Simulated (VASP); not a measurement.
# PbSe (Clausthalite) (Fm-3m) in VASP: settings compared, part 2 of 2

VASP 6.6.1.

## 4. Relaxation of cell and atoms, r2SCAN+D4

This run uses another cell than the first one, of 28.67 Å³/atom, 0.987 times its volume.

POSCAR

```
PbSe
1.0
    0.0000000000      3.0606500000      3.0606500000
    3.0606500000      0.0000000000      3.0606500000
    3.0606500000      3.0606500000      0.0000000000
Pb Se
1 1
Direct
    0.0000000000      0.0000000000      0.0000000000
    0.5000000000      0.5000000000      0.5000000000
```

INCAR.step1

```
  PREC = Accurate
  ENCUT = 600
  ISMEAR = 0
  SIGMA = 0.01
  LREAL = F
  LASPH = T
  NELM = 80
  GGA = PE
  ALGO = Normal
  EDIFF = 1E-4
  LWAVE = T
  LCHARG = F
```

INCAR.step2

```
  PREC = Accurate
  ENCUT = 600
  EDIFF = 1E-7
  ISMEAR = 0
  SIGMA = 0.01
  LREAL = F
  LASPH = T
  NELM = 80
  ALGO = Normal
  ISIF = 3
  LWAVE = F
  LCHARG = F
  METAGGA = R2SCAN
  LMIXTAU = T
  IVDW = 13
  VDW_S6 = 1.0
  VDW_S8 = 0.6018749
  VDW_A1 = 0.51559235
  VDW_A2 = 5.77342911
  IBRION = 2
  NSW = 50
  EDIFFG = -0.01
  ISTART = 1
```

KPOINTS

```
regular mesh
0
Gamma
  5 5 5
```

Potentials or basis: VASP PAW PBE potentials, release 64 (Pb_d, Se).

Run with:

```console
> cat potpaw_PBE.64/Pb_d/POTCAR potpaw_PBE.64/Se/POTCAR > POTCAR
> cp INCAR.step1 INCAR
> mpirun -np 1 vasp_std > vasp.out
> cp INCAR.step2 INCAR
> mpirun -np 1 vasp_std > vasp.out
```

OUTCAR:

```text
PREC = Accurate
   ENCUT = 600
   EDIFF = 1E-7
   ISMEAR = 0
   LREAL = F
   LASPH = T
   NELM = 80
   ISIF = 3
   METAGGA = R2SCAN
   IVDW = 13
   IBRION = 2
   NSW = 50
   EDIFFG = -0.01
   ISTART = 1

 ion  position               nearest neighbor table
   1  0.000  0.000  0.000-   2 3.06   2 3.06   2 3.06   2 3.06   2 3.06   2 3.06
   2  0.500  0.500  0.500-   1 3.06   1 3.06   1 3.06   1 3.06   1 3.06   1 3.06

  LATTYP: Found a face centered cubic cell.
 ALAT       =     6.1213000000

  Lattice vectors:

 A1 = (   0.0000000000,   3.0606500000,   3.0606500000)
 A2 = (   3.0606500000,   0.0000000000,   3.0606500000)
 A3 = (   3.0606500000,   3.0606500000,   0.0000000000)

Analysis of symmetry for initial positions (statically):
=====================================================================
 Subroutine PRICEL returns:
 Original cell was already a primitive cell.

 Routine SETGRP: Setting up the symmetry group for a
 face centered cubic supercell.

 Subroutine GETGRP returns: Found 48 space group operations
 (whereof 48 operations were pure point group operations)
 out of a pool of 48 trial point group operations.

The static configuration has the point symmetry O_h .

Analysis of symmetry for dynamics (positions and initial velocities):
=====================================================================
 Subroutine PRICEL returns:
 Original cell was already a primitive cell.

 Routine SETGRP: Setting up the symmetry group for a
 face centered cubic supercell.

 Subroutine GETGRP returns: Found 48 space group operations
 (whereof 48 operations were pure point group operations)
 out of a pool of 48 trial point group operations.

The dynamic configuration has the point symmetry O_h .

 Subroutine INISYM returns: Found 48 space group operations
 (whereof 48 operations are pure point group operations),
 and found     1 'primitive' translations

----------------------------------------------------------------------------------------

                                     Primitive cell

  volume of cell :      57.3418

[... 95 lines left out ...]
  Fermi-wavevector in a.u.,A,eV,Ry     =   1.152377  2.177676 18.068159  1.327972
  Thomas-Fermi vector in A             =   2.289028
   LORBIT       =      0    0 simple, 1 ext, 2 COOP (PROOUT), +10 PAW based schemes
   METAGGA = R2SCAN    functional components
   LHFCALC =     F    Hartree Fock is set to
   AEXX    =    0.0000 exact exchange contribution
   IVDW    =    13    specifies the selected vdW correction
   LEPSILON=     F    determine dielectric tensor
   LRPA    =     F    only Hartree local field effects (RPA)
 conjugate gradient relaxation of ions
 non-spin polarized calculation
 Gauss-broadening in eV      SIGMA  =   0.01
  energy-cutoff  :      600.00
  volume of cell :       57.34
 maximum number of plane-waves:      1936
   NGX = 17   NGY = 17   NGZ = 17

--------------------------------------- Ionic step        1  -------------------------------------------

 number of electron      20.0000001 magnetization

 Free energy of the ion-electron system (eV)
  ---------------------------------------------------
  ext. energy  EPLUGINS =         0.00000000
  ---------------------------------------------------
  free energy    TOTEN  =       -71.94014417 eV

  energy without entropy =      -71.94014417  energy(sigma->0) =      -71.94014417

------------------------ aborting loop because EDIFF is reached ----------------------------------------

  DFT-D4 for vdW energy calculation

  Edisp (eV):   -0.26934
[... 31 lines left out ...]
--------------------------------------- Ionic step        2  -------------------------------------------

 number of electron      20.0000002 magnetization

 E-fermi :   4.4636     XC(G=0):  -9.9734

 val. band max:        4.3453804053   @ k =   0.4000   0.0000   0.0000
 cond. band min:       5.7461293670   @ k =   0.4000   0.0000   0.0000
 fundamental gap:      1.4007489617
 Fermi energy:         4.4636052818

 k-point     1 :       0.0000    0.0000    0.0000
  band No.  band energies     occupation
      1     -12.7659      2.00000
      2     -12.7659      2.00000
      3     -12.7659      2.00000
      4     -12.7618      2.00000
      5     -12.7618      2.00000
      6      -9.3093      2.00000
      7      -1.7171      2.00000
      8       2.7347      2.00000
      9       2.7347      2.00000
     10       2.7347      2.00000
     11       9.6652      0.00000
     12       9.6652      0.00000
     13       9.6652      0.00000
     14      11.6723      0.00000
[... 190 lines left out ...]
--------------------------------------- Ionic step        3  -------------------------------------------

 number of electron      20.0000002 magnetization

 Free energy of the ion-electron system (eV)
  ---------------------------------------------------
  ext. energy  EPLUGINS =         0.00000000
  ---------------------------------------------------
  free energy    TOTEN  =       -71.94537806 eV

  energy without entropy =      -71.94537806  energy(sigma->0) =      -71.94537806

 E-fermi :   4.4719     XC(G=0): -10.0019

 val. band max:        4.4157531870   @ k =   0.4000   0.0000   0.0000
 cond. band min:       5.8095784378   @ k =   0.4000   0.0000   0.0000
 fundamental gap:      1.3938252508
 Fermi energy:         4.4719128352

 k-point     1 :       0.0000    0.0000    0.0000
  band No.  band energies     occupation
      1     -12.7038      2.00000
      2     -12.7038      2.00000
      3     -12.7038      2.00000
      4     -12.7001      2.00000
      5     -12.7001      2.00000
      6      -9.2883      2.00000
      7      -1.6358      2.00000
      8       2.7781      2.00000
      9       2.7781      2.00000
     10       2.7781      2.00000
     11       9.7496      0.00000
     12       9.7496      0.00000
     13       9.7496      0.00000
     14      11.7308      0.00000
[... 184 lines left out ...]
  FREE ENERGIE OF THE ION-ELECTRON SYSTEM (eV)
  ---------------------------------------------------
  free  energy   TOTEN  =       -72.2113422721 eV

  energy  without entropy=      -72.2113422721  energy(sigma->0) =      -72.21134227

 reached required accuracy - stopping structural energy minimisation
```

OUTCAR.step1:

```text
PREC = Accurate
   ENCUT = 600
   ISMEAR = 0
   LREAL = F
   LASPH = T
[... 373 lines left out ...]
 -----------------------------------------------------------------------------------
      0.00000      0.00000      0.00000         0.000000      0.000000      0.000000
      3.06065      3.06065      3.06065        -0.000000     -0.000000     -0.000000
 -----------------------------------------------------------------------------------
    total drift:                                0.000000      0.000000      0.000000

  FREE ENERGIE OF THE ION-ELECTRON SYSTEM (eV)
  ---------------------------------------------------
  free  energy   TOTEN  =        -8.1899530416 eV

  energy  without entropy=       -8.1899530416  energy(sigma->0) =       -8.18995304
```

It took 72 s on 1 thread of Intel Xeon 6975P-C (Granite Rapids), shared host; peak memory 0.23 GiB.

What came out:

* Free energy: -72.2113 eV
* Relaxed volume: 29.07 Å³/atom
* Relaxed cell: a = 4.348 Å, b = 4.348 Å, c = 4.348 Å, α = 60.00°, β = 60.00°, γ = 60.00°
* Space group after relaxing (to 0.05 Å): Fm-3m (No. 225)
* Energy gained by relaxing: 0.9 meV/atom
* Ionic steps: 3
* Pressure after relaxing: 0.0 GPa
* Dispersion energy per atom: -0.133 eV

Step by step:
```csv
step,energy change (eV),largest force (eV/Å),pressure (GPa),volume (Å³)
1,0.0000,0.0000,0.76,57.34
2,-0.0016,0.0000,-0.29,58.48
3,-0.0019,0.0000,0.01,58.14
```

Final structure:
```xyz
2
Lattice="0.0000 3.0748 3.0748 3.0748 0.0000 3.0748 3.0748 3.0748 0.0000" Properties=species:S:1:pos:R:3 pbc="T T T"
Pb    0.0000    0.0000    0.0000
Se    3.0748    3.0748    3.0748
```

Caveat: this odd mesh misses L, where the gap lies, so gap, dielectric constants and Born charges aren't listed; the PAW data sets were made with another functional, which shifts forces and pressure a little; spin-orbit coupling is left out, which moves the levels of the heavy elements.

## 5. Relaxation of cell and atoms, r2SCAN+rVV10

This run uses another cell than the first one, of 28.67 Å³/atom, 0.987 times its volume.

POSCAR is that of step 4.

INCAR.step1

```
ALGO = Normal
EDIFF = 1E-4
ENCUT = 600
GGA = PE
ISMEAR = 0
LASPH = T
LCHARG = F
LREAL = F
LWAVE = T
NELM = 100
PREC = Accurate
SIGMA = 0.01
```

INCAR.step2

```
ALGO = Normal
BPARAM = 11.95
CPARAM = 0.0093
EDIFF = 1E-7
EDIFFG = -0.01
ENCUT = 600
IBRION = 2
ISIF = 3
ISMEAR = 0
ISTART = 1
IVDW_NL = 2
LASPH = T
LCHARG = F
LMIXTAU = T
LREAL = F
LUSE_VDW = T
LWAVE = F
METAGGA = R2SCAN
NELM = 100
NSW = 50
PREC = Accurate
SIGMA = 0.01
```

KPOINTS

```
k-points
0
Gamma
  5 5 5
```

Run with:

```console
> cat potpaw_PBE.64/Pb_d/POTCAR potpaw_PBE.64/Se/POTCAR > POTCAR
> cp INCAR.step1 INCAR
> mpirun -np 1 vasp_std > vasp.out
> cp INCAR.step2 INCAR
> mpirun -np 1 vasp_std > vasp.out
```

It took 3.9 min on 1 thread of Intel Xeon 6975P-C (Granite Rapids), shared host; peak memory 0.39 GiB.

The run converged. Its results:

```yaml
Free_energy: -71.4226 eV
Relaxed_volume: 28.99 Å³/atom
Relaxed_cell: a = 4.345 Å, b = 4.345 Å, c = 4.345 Å, α = 60.00°, β = 60.00°, γ = 60.00°
Space_group_after_relaxing_to_0.05_Å: Fm-3m (No. 225)
Energy_gained_by_relaxing: 0.6 meV/atom
Ionic_steps: 3
Pressure_after_relaxing: 0.0 GPa
```

Step by step:
| step | energy change (eV) | largest force (eV/Å) | pressure (GPa) | volume (Å³) |
| --- | --- | --- | --- | --- |
| 1 | 0.0000 | 0.0000 | 0.62 | 57.34 |
| 2 | -0.0010 | 0.0000 | -0.26 | 58.27 |
| 3 | -0.0012 | 0.0000 | 0.00 | 57.99 |

Final structure:
```xyz
2
Lattice="0.0000 3.0721 3.0721 3.0721 0.0000 3.0721 3.0721 3.0721 0.0000" Properties=species:S:1:pos:R:3 pbc="T T T"
Pb    0.0000    0.0000    0.0000
Se    3.0721    3.0721    3.0721
```

Levels at points of the mesh, in eV from the Fermi level:
```csv
k point,band 7,band 8,band 9,band 10,band 11,band 12,band 13,band 14
"(0.00, 0.00, 0.00)",-6.14,-1.75,-1.75,-1.75,5.24,5.24,5.24,7.17
```

Caveat: this odd mesh misses L, where the gap lies, so gap, dielectric constants and Born charges aren't listed; the PAW data sets were made with another functional, which shifts forces and pressure a little; spin-orbit coupling is left out, which moves the levels of the heavy elements.

## 6. The runs side by side

```csv
task,level,cell,cutoff (eV),pressure (GPa),relaxed volume (Å³/atom)
single point,r2SCAN+D4,"a = 4.348 Å, angles 60.0°, 2 atoms",520,0.0,-
relaxation of cell and atoms,r2SCAN,"relaxed from a = 4.328 Å, angles 60.0°, 2 atoms",600,0.0,29.44
relaxation of cell and atoms,r2SCAN+D4,"relaxed from a = 4.328 Å, angles 60.0°, 2 atoms",600,0.0,29.07
relaxation of cell and atoms,r2SCAN+rVV10,"relaxed from a = 4.328 Å, angles 60.0°, 2 atoms",600,0.0,28.99
```

Alike in all rows: potentials or basis VASP PAW PBE potentials, release 64 (Pb_d, Se); no spin polarisation; k mesh 5 × 5 × 5; smearing gaussian 0.01 eV.

Caveats: the PAW data sets were made with another functional, which shifts forces and pressure a little; spin-orbit coupling is left out, which moves the levels of the heavy elements.

Absolute energies hang on the potentials; compare differences alone.
